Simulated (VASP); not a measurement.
Write the native input for VASP 6.6.1 that does the following.

```
Task                   : single point
Functional             : PBEsol
Potentials or basis    : VASP PAW PBE potentials, release 64 (Bi_d, Te)
Cutoff                 : 520 eV
k mesh                 : 7 × 7 × 7
Occupations            : fermi-dirac, width 0.05 eV
Spin                   : no spin polarisation
Dipole correction      : no
Further INCAR settings : ALGO = Normal; EDIFF = 1e-06; NBANDS = 18
```

The structure of BiTe lies in POSCAR:

```
BiTe
1.0
    2.3732508797      1.3701970343      3.2495731172
   -2.3732508797      1.3701970343      3.2495731172
    0.0000000000     -2.7403940685      3.2495731172
Bi Te
1 1
Direct
    0.5000000000      0.5000000000      0.5000000000
    0.0000000000      0.0000000000      0.0000000000
```

This cell differs from its parent crystal: volume scaled by 0.94.

The input as run:

INCAR

```
PREC = Accurate ; ENCUT = 520
EDIFF = 1E-6 ; ISMEAR = -1
SIGMA = 0.05 ; LREAL = F
LASPH = T ; NELM = 60
ALGO = Normal ; ISIF = 2
LWAVE = F ; LCHARG = F
GGA = PS ; NBANDS = 18
```

KPOINTS

```
Automatic mesh
0
Gamma
  7 7 7
```

Potentials or basis: VASP PAW PBE potentials, release 64 (Bi_d, Te).

Command:

```sh
$ cat potpaw_PBE.64/Bi_d/POTCAR potpaw_PBE.64/Te/POTCAR > POTCAR
$ mpirun -np 1 vasp_std > vasp.out
```

It gave:

```json
{"Pressure": "0.8 GPa"}
```

Caveat: the PAW data sets were made with another functional, which shifts forces and pressure a little.

It took 42 s on 1 thread of Intel Xeon 6975P-C, with other jobs on the host, peak memory 0.2 GiB.
